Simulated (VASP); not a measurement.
Crystal: Ga2O3.

```xyz
10
Lattice="2.4997 1.4432 4.5003 -2.4997 1.4432 4.5003 0.0000 -2.8864 4.5003" Properties=species:S:1:pos:R:3 pbc="T T T"
Ga    0.0000    0.0000   11.5563
Ga    0.0000    0.0000    8.6952
Ga    0.0000    0.0000    1.9447
Ga    0.0000    0.0000    4.8058
O    -0.9869   -1.4432    5.6254
O     1.7433   -0.1331    5.6254
O    -0.7564    1.5763    5.6254
O     0.9869    1.4432    7.8756
O    -1.7433    0.1331    7.8756
O     0.7564   -1.5763    7.8756
```

- Program: VASP 6.6.1
- Task: relaxation of cell and atoms
- Functional: PBE
- Potentials or basis: VASP PAW PBE potentials, release 64 (Ga_d, O)
- Cutoff: 600 eV
- k mesh: 6 × 6 × 6
- Occupations: gaussian, width 0.02 eV
- Spin: no spin polarisation

At the start: pressure 7.7 GPa; volume 9.74 Å³/atom.

Problem. Where does the relaxation end?

Solution. Over 8 steps the energy falls by 8.4 meV/atom and the volume is 10.10 Å³/atom (+3.6 %); space group R-3c (No. 167, to 0.1 Å) before and after.

Step by step:
```
step  energy change (eV)  largest force (eV/Å)  pressure (GPa)  volume (Å³)
   1              0.0000                0.0448            7.71        97.41
   2             -0.0231                0.0050           -5.77       104.17
   3             -0.0835                0.0193           -0.06       100.97
   4             -0.0834                0.0199            0.17       100.90
   5             -0.0835                0.0060            0.11       100.90
   6             -0.0835                0.0031            0.10       100.89
   7             -0.0835                0.0021           -0.10       100.99
   8             -0.0835                0.0014            0.01       100.95
```

Final structure:
```
Ga O
1.0
     2.53218    1.46196    4.54493
    -2.53218    1.46196    4.54493
     0.00000   -2.92391    4.54493
Ga O
4 6
Direct
  0.85595 0.85595 0.85595
  0.64405 0.64405 0.64405
  0.14405 0.14405 0.14405
  0.35595 0.35595 0.35595
  0.05306 0.44694 0.75000
  0.75000 0.05306 0.44694
  0.44694 0.75000 0.05306
  0.94694 0.55306 0.25000
  0.25000 0.94694 0.55306
  0.55306 0.25000 0.94694
```
